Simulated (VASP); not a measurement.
A run of VASP 6.6.1 is set up as follows.

File INCAR:

```
SYSTEM = Re
PREC = Accurate
ENCUT = 520
EDIFF = 1E-6
ISMEAR = 0
SIGMA = 0.1
LREAL = .FALSE.
LASPH = .TRUE.
NELM = 80
ALGO = Normal
ISIF = 2
LWAVE = .FALSE.
LCHARG = .FALSE.
GGA = PS
NBANDS = 22
```

The input KPOINTS:

```
Automatic mesh
0
G
  9 9 2
  0 0 0
```

Contents of POSCAR:

```
Re
1.0
    2.7527875737      0.0000000000      0.0000000000
   -1.3763937868      2.3839839700      0.0000000000
    0.0000000000      0.0000000000      8.8756629599
Re
4
Direct
    0.0000000000      0.0000000000      0.0000000000
    0.3333333333      0.6666666667      0.2500000000
    0.0000000000      0.0000000000      0.5000000000
    0.6666666667      0.3333333333      0.7500000000
```

Potentials or basis: VASP PAW PBE potentials, release 64 (Re).

Run with:

```console
$ cat potpaw_PBE.64/Re/POTCAR > POTCAR
$ mpirun -np 1 vasp_std > vasp.out
```

Problem. Estimate the band gap on the k mesh.

Solution. Zero (bands 14 and 15 overlap by 1.99 eV).

Problem. Predict the pressure.

Solution. 0.0 GPa.

Stress tensor (GPa, compression positive):
```
 0.08  0.00  0.00
 0.00  0.08  0.00
 0.00  0.00 -0.06
```

Caveat: the PAW data sets were made with another functional, which shifts forces and pressure a little; spin-orbit coupling is left out, which moves the levels of the heavy elements.
